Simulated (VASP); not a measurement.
Input of a VASP 6.6.1 run:

File INCAR:

```
SYSTEM = RbTl3
PREC = Accurate ; ENCUT = 600
EDIFF = 1E-6 ; ISMEAR = 1
SIGMA = 0.05 ; LREAL = .False.
LASPH = .True. ; NELM = 80
ALGO = Normal ; ISIF = 3
LWAVE = .False. ; LCHARG = .False.
GGA = PS ; IBRION = 2
NSW = 80 ; EDIFFG = -0.02
```

The input KPOINTS:

```
regular mesh
0
Gamma
  5 5 5
  0 0 0
```

POSCAR

```
RbTl3
1.0
    0.0000000000      4.1179970000      4.1179970000
    4.1179970000      0.0000000000      4.1179970000
    4.1179970000      4.1179970000      0.0000000000
Rb Tl
1 3
Direct
    0.0000000000      0.0000000000      0.0000000000
    0.2500000000      0.2500000000      0.2500000000
    0.7500000000      0.7500000000      0.7500000000
    0.5000000000      0.5000000000      0.5000000000
```

Potentials or basis: VASP PAW PBE potentials, release 64 (Rb_sv, Tl_d).

Command:

```bash
$ cat potpaw_PBE.64/Rb_sv/POTCAR potpaw_PBE.64/Tl_d/POTCAR > POTCAR
$ mpirun -np 1 vasp_std > vasp.out
```

(1) What does it give for the space group after relaxing (to 0.1 Å)?

(2) Estimate the relaxed cell.

(3) Estimate the relaxed volume.

Results:

(1) Fm-3m (No. 225).

(2) a = 5.607 Å, b = 5.607 Å, c = 5.607 Å, α = 60.00°, β = 60.00°, γ = 60.00°.

(3) 31.16 Å³/atom.

Caveat: the PAW data sets were made with another functional, which shifts forces and pressure a little.
